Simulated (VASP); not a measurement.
Set up this calculation in VASP 6.6.1, as the native input.

```yaml
Task: single point
Functional: PBE
Potentials_or_basis: VASP PAW PBE potentials, release 64 (Sn_d, O)
Cutoff: 520 eV
k_mesh: 6 × 6 × 8
Occupations: gaussian, width 0.05 eV
Spin: no spin polarisation
Dipole_correction: no
Further_INCAR_settings: ALGO = Normal; EDIFF = 1e-07; NBANDS = 35
```

The structure of SnO2 lies in POSCAR:

```
SnO2
1.0
    4.8185474862     -0.1834439212      0.0146070173
   -0.1834439212      4.9704020539      0.3947249723
    0.0097970754      0.2647460616      3.1020026469
Sn O
2 4
Direct
   -0.0064361829     -0.0095443266     -0.0046645291
    0.5007545093      0.5113327577      0.4924453497
    0.3078672051      0.3062272617      0.0006882639
    0.2059221038      0.8097921378      0.5190575578
    0.6857858636      0.6897740557     -0.0021494972
    0.8061065010      0.1924181138      0.4946228549
```

This cell differs from its parent crystal: atoms moved at random and the cell strained at random.

These files were run (other wordings do the same):

INCAR

```
ALGO = Normal
EDIFF = 1E-7
ENCUT = 520
GGA = PE
ISIF = 2
ISMEAR = 0
LASPH = True
LCHARG = False
LREAL = False
LWAVE = False
NBANDS = 35
NELM = 100
PREC = Accurate
SIGMA = 0.05
```

KPOINTS

```
k-points
0
Gamma
  6 6 8
```

Potentials or basis: VASP PAW PBE potentials, release 64 (Sn_d, O).

Command:

```console
$ cat potpaw_PBE.64/Sn_d/POTCAR potpaw_PBE.64/O/POTCAR > POTCAR
$ mpirun -np 1 vasp_std > vasp.out
```

It gave:

```
Pressure               : 13.0 GPa
Largest force          : 3.359 eV/Å
Band gap on the k mesh : 1.03 eV, direct
```

Caveat: the cell differs from its parent crystal (atoms moved at random and the cell strained at random); spin-orbit coupling is left out, which moves the levels of the heavy elements; forces of over 1 eV/Å act on the atoms, so gaps and moduli don't describe the material at rest.

Wall time 2.1 min on 1 thread of Intel(R) Xeon(R) 6975P-C (Granite Rapids), on a shared host, peak memory 0.39 GiB.
